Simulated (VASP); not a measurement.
Crystal: Si3F2.

```
CELL_PARAMETERS angstrom
3.62964 0.00000 0.00000
-1.81482 3.14336 0.00000
0.00000 0.00000 5.64713
ATOMIC_POSITIONS crystal
Si 0.00000 0.00000 0.00000
Si 0.33333 0.66667 0.64500
Si 0.66667 0.33333 0.35500
F 0.33333 0.66667 0.24500
F 0.66667 0.33333 0.75500
```

| Property | Result |
| --- | --- |
| Program | VASP 6.6.1 |
| Task | relaxation of cell and atoms |
| Functional | PBE |
| Potentials or basis | VASP PAW PBE potentials, release 64 (Si, F) |
| Cutoff | 600 eV |
| k mesh | 6 × 6 × 4 |
| Occupations | gaussian, width 0.1 eV |
| Spin | no spin polarisation |

At the start: pressure 24.2 GPa; volume 12.89 Å³/atom.

Problem. How do energy, volume and symmetry change on relaxing?

Solution. Over 36 steps the energy falls by 982.1 meV/atom and the volume is 17.75 Å³/atom (+37.7 %); space group P-3m1 (No. 164, to 0.1 Å) before and after.

Step by step:
```tsv
step	energy change (eV)	largest force (eV/Å)	pressure (GPa)	volume (Å³)
1	0.0000	1.7904	24.25	64.43
2	-1.3156	0.6260	-2.53	84.36
3	-1.3216	0.6978	-1.23	82.57
4	-1.4192	0.6185	-0.92	81.71
5	-1.5143	0.4074	0.03	80.22
6	-1.5221	0.3265	0.60	79.55
7	-1.5653	0.5441	-0.19	80.18
8	-1.7344	0.8614	-2.35	82.10
9	-2.2228	1.3518	-6.07	86.02
10	-3.0468	2.5217	-9.65	94.23
11	-3.3973	0.5292	-12.67	112.19
12	-3.3696	1.7544	-10.47	105.11
13	-3.4097	1.4245	-10.92	107.01
14	-3.4377	0.9461	-11.74	109.58
15	-3.4412	0.9301	-11.77	109.63
16	-3.4515	0.8825	-11.83	109.77
17	-3.4702	0.7891	-11.95	110.05
18	-3.5000	0.6103	-12.17	110.62
19	-3.5239	0.3226	-12.58	111.76
20	-3.5740	0.3065	-12.48	111.25
21	-3.7203	0.2619	-12.05	109.73
22	-3.9938	0.2251	-11.04	106.72
23	-4.4489	0.2005	-8.39	100.86
24	-4.8655	0.2917	0.02	89.72
25	-4.8648	0.3078	0.45	89.31
26	-4.8669	0.3063	0.46	89.31
27	-4.8727	0.3007	0.41	89.29
28	-4.8829	0.2839	0.32	89.26
29	-4.8961	0.2296	0.09	89.19
30	-4.8897	0.2226	-0.38	89.06
31	-4.8990	0.1716	-0.08	89.15
32	-4.9043	0.1212	-0.04	88.99
33	-4.9096	0.0551	0.05	88.55
34	-4.9098	0.0542	0.04	88.62
35	-4.9098	0.0514	0.04	88.61
36	-4.9104	0.0388	-0.04	88.73
```

Final structure:
```
Si F
1.0
     3.78457    0.00000    0.00000
    -1.89229    3.27754    0.00000
     0.00000    0.00000    7.15321
Si F
3 2
Direct
  0.00000 0.00000 0.00000
  0.33333 0.66667 0.54105
  0.66667 0.33333 0.45895
  0.33333 0.66667 0.90246
  0.66667 0.33333 0.09754
```

Caveat: the volume moved by over 15 % at a fixed basis, so the end points are rough.
